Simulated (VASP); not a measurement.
# Pt (I4/mmm) in VASP: notebook

Pt is run at these levels: LDA; tasks: single point.

Program: VASP 6.6.1. These are calculated values, not measurements. Logs are shortened: lines on timing, memory, paths and dates and some standing lists are left out, and cuts for length are marked.

## Step 1: The cell of the first run

Symmetry: I4/mmm, No. 139, tetragonal system. Conventional cell: a = 2.642 Å, b = 2.642 Å, c = 4.228 Å, α = 90.00°, β = 90.00°, γ = 90.00°. Within 3.5 Å of Pt (site symmetry 4/mmm) lie 12 Pt at 2.64 to 2.82 Å.

## Step 2: Single point, LDA (14.76 Å³/atom)

Input file INCAR:

```
PREC     = Accurate       # precision mode
ENCUT    = 520            # plane-wave cutoff, eV
EDIFF    = 1E-6           # SCF threshold, eV
ISMEAR   = 0              # smearing method
SIGMA    = 0.15           # smearing width, eV
LREAL    = False          # projectors in reciprocal space
LASPH    = True           # aspherical terms in the spheres
NELM     = 60             # most SCF steps
ALGO     = Fast           # electronic algorithm
ISIF     = 2              # what is computed and relaxed
LWAVE    = False          # write WAVECAR
LCHARG   = False          # write CHGCAR
GGA      = CA             # functional
NBANDS   = 11             # bands
```

Input file KPOINTS:

```
regular mesh
0
Gamma
  22 22 22
```

Input file POSCAR:

```
Pt
1.0
    0.0000000000      1.8682879703      2.1139678383
    1.8682879703      0.0000000000      2.1139678383
    1.8682879703      1.8682879703      0.0000000000
Pt
1
Direct
    0.0000000000      0.0000000000      0.0000000000
```

Potentials or basis: VASP PAW LDA potentials, release 64 (Pt).

On the command line:

```bash
cat potpaw_LDA.64/Pt/POTCAR > POTCAR
mpirun -np 1 vasp_std > vasp.out
```

OUTCAR:

```text
PREC = Accurate
   ENCUT = 520
   EDIFF = 1E-6
   ISMEAR = 0
   LREAL = False
   LASPH = True
   NELM = 60
   ISIF = 2
   GGA = CA

 ion  position               nearest neighbor table
   1  0.000  0.000  0.000-

  LATTYP: Found a body centered tetragonal cell.
 ALAT       =     2.6421581860
 C/A-ratio  =     1.6001826458

  Lattice vectors:

 A1 = (  -1.8682879703,   0.0000000000,   2.1139678383)
 A2 = (   1.8682879703,   0.0000000000,   2.1139678383)
 A3 = (   0.0000000000,   1.8682879703,  -2.1139678383)

Analysis of symmetry for initial positions (statically):
=====================================================================
 Subroutine PRICEL returns:
 Original cell was already a primitive cell.

 Routine SETGRP: Setting up the symmetry group for a
 body centered tetragonal supercell.

 Subroutine GETGRP returns: Found 16 space group operations
 (whereof 16 operations were pure point group operations)
 out of a pool of 16 trial point group operations.

The static configuration has the point symmetry D_4h.

Analysis of symmetry for dynamics (positions and initial velocities):
=====================================================================
 Subroutine PRICEL returns:
 Original cell was already a primitive cell.

 Routine SETGRP: Setting up the symmetry group for a
 body centered tetragonal supercell.

 Subroutine GETGRP returns: Found 16 space group operations
 (whereof 16 operations were pure point group operations)
 out of a pool of 16 trial point group operations.

The dynamic configuration has the point symmetry D_4h.

 Subroutine INISYM returns: Found 16 space group operations
 (whereof 16 operations are pure point group operations),
 and found     1 'primitive' translations

----------------------------------------------------------------------------------------

                                     Primitive cell

  volume of cell :      14.7576

  direct lattice vectors                    reciprocal lattice vectors
     0.000000000  1.868287970  2.113967838    -0.267624696  0.267624696  0.236522047
     1.868287970  0.000000000  2.113967838     0.267624696 -0.267624696  0.236522047
     1.868287970  1.868287970  0.000000000     0.267624696  0.267624696 -0.236522047

  length of vectors
     2.821233766  2.821233766  2.642158186     0.446305539  0.446305539  0.446305539

  position of ions in fractional coordinates (direct lattice)
[... 83 lines left out ...]
   ISIF   =      2    stress and relaxation
   ISYM   =      2    0-nonsym 1-usesym 2-fastsym
   POTIM  = 0.5000    time-step for ionic-motion
   TEBEG  =    0.0;   TEEND  =   0.0 temperature during run
   PSTRESS=    0.0 pullay stress
   NELECT =      10.0000    total number of electrons
   NUPDOWN=      -1.0000    fix difference up-down
   EMIN   =  10.00;   EMAX   =-10.00  energy-range for DOS
   EFERMI =   0.00;   METHOD = LEGACY
   ISMEAR =     0;   SIGMA  =   0.15  broadening in eV -4-tet -1-fermi 0-gaus
   EFERMI_NEDOS =   21; number of points for ismear=-14 and -15
   IALGO  =     68    algorithm
   IMIX   =      4    mixing-type and parameters
     AMIX     =   0.40;   BMIX     =  1.00
     AMIX_MAG =   1.60;   BMIX_MAG =  1.00
  volume/ion in A,a.u.               =      14.76        99.59
  Fermi-wavevector in a.u.,A,eV,Ry     =   1.437925  2.717284 28.131782  2.067628
  Thomas-Fermi vector in A             =   2.556948
   LORBIT       =      0    0 simple, 1 ext, 2 COOP (PROOUT), +10 PAW based schemes
   GGA     = CA    functional components
   LHFCALC =     F    Hartree Fock is set to
   AEXX    =    0.0000 exact exchange contribution
   IVDW    =     0    specifies the selected vdW correction
   LEPSILON=     F    determine dielectric tensor
   LRPA    =     F    only Hartree local field effects (RPA)
 non-spin polarized calculation
 RMM-DIIS sequential band-by-band and
 Gauss-broadening in eV      SIGMA  =   0.15
  energy-cutoff  :      520.00
  volume of cell :       14.76
 maximum number of plane-waves:       405
 NGX is ok and might be reduce to    24
   NGX = 11   NGY = 11   NGZ =  9

 number of electron      10.0000000 magnetization

 Free energy of the ion-electron system (eV)
  ---------------------------------------------------
  ext. energy  EPLUGINS =         0.00000000
  ---------------------------------------------------
  free energy    TOTEN  =        -7.45154516 eV

  energy without entropy =       -7.43237681  energy(sigma->0) =       -7.44196098

 E-fermi :  11.4986     XC(G=0): -13.8084

 val. band max:       11.4966994024   @ k =   0.4545  -0.0000   0.0455
 cond. band min:      11.4991088502   @ k =   0.4091   0.0909   0.0455
 fundamental gap:      0.0024094478
 Fermi energy:        11.4985516577

 k-point     1 :       0.0000    0.0000    0.0000
  band No.  band energies     occupation
      1       1.0816      2.00000
      2       6.6146      2.00000
      3       8.2394      2.00000
      4       8.2394      2.00000
      5       8.8527      2.00000
      6      10.7557      2.00000
      7      26.3749      0.00000
      8      29.1748      0.00000
      9      32.2547      0.00000
     10      32.2547      0.00000
     11      37.0294      0.00000
[... 309 lines left out ...]
 k-point    24 :      -0.4545    0.0455    0.0000
  band No.  band energies     occupation
      1       4.0709      2.00000
      2       6.8424      2.00000
      3       8.3408      2.00000
      4      10.3742      2.00000
      5      11.2543      1.97873
      6      12.4878      0.00000
      7      17.8478      0.00000
      8      25.3087      0.00000
      9      29.8800      0.00000
     10      32.0795      0.00000
     11      38.0952      0.00000

 [... further k-points ...]

------------------------ aborting loop because EDIFF is reached ----------------------------------------

  FORCE on cell =-STRESS in cart. coord.  units (eV):
  Direction    XX          YY          ZZ          XY          YZ          ZX
  --------------------------------------------------------------------------------------
  -------------------------------------------------------------------------------------
  Total        0.8656005      0.8656005     -0.8322595      0.0000000      0.0000000     -0.0000000
  in kB       93.9749420     93.9749420    -90.3552352      0.0000000      0.0000000     -0.0000000
  external PRESSURE =      32.5315496 kB  Pullay stress =       0.0000000 kB

 VOLUME and BASIS-vectors are now :
 -----------------------------------------------------------------------------
  energy-cutoff  :      520.00
  volume of cell :       14.76
      direct lattice vectors                 reciprocal lattice vectors
     0.000000000  1.868287970  2.113967838    -0.267624696  0.267624696  0.236522047
     1.868287970  0.000000000  2.113967838     0.267624696 -0.267624696  0.236522047
     1.868287970  1.868287970  0.000000000     0.267624696  0.267624696 -0.236522047

 POSITION                                       TOTAL-FORCE (eV/Angst)
 -----------------------------------------------------------------------------------
      0.00000      0.00000      0.00000         0.000000     -0.000000      0.000000
 -----------------------------------------------------------------------------------
    total drift:                               -0.000000      0.000000     -0.000000

  FREE ENERGIE OF THE ION-ELECTRON SYSTEM (eV)
  ---------------------------------------------------
  free  energy   TOTEN  =        -7.4515451552 eV

  energy  without entropy=       -7.4323768145  energy(sigma->0) =       -7.44196098
```

stdout:

```text
POSCAR found type information on POSCAR Pt
 POSCAR found :  1 types and       1 ions
 scaLAPACK will be used
 LDA part: xc-table for (Slater(with rela. corr.)+CA(PZ))
 , standard interpolation
 POSCAR, INCAR and KPOINTS ok, starting setup
 FFT: planning ... GRIDC
 FFT: planning ... GRID_SOFT
 FFT: planning ... GRID
 WAVECAR not read
 entering main loop
```

Wall time 87 s (1 thread of Intel Xeon 8259CL, shared host); peak memory 0.24 GiB.

Results:

| Item | Value |
| --- | --- |
| Free energy | -7.4515 eV |
| Pressure | 3.3 GPa |
| Band gap on the k mesh | zero (bands 5 and 6 overlap by 2.87 eV) |

Stress tensor (GPa, compression positive):
```
 9.40  0.00  0.00
 0.00  9.40  0.00
 0.00  0.00 -9.04
```

Caveat: the cell stands under pressure; spin-orbit coupling is left out, which moves the levels of the heavy elements.

(Part 1 of 2 ends here.)
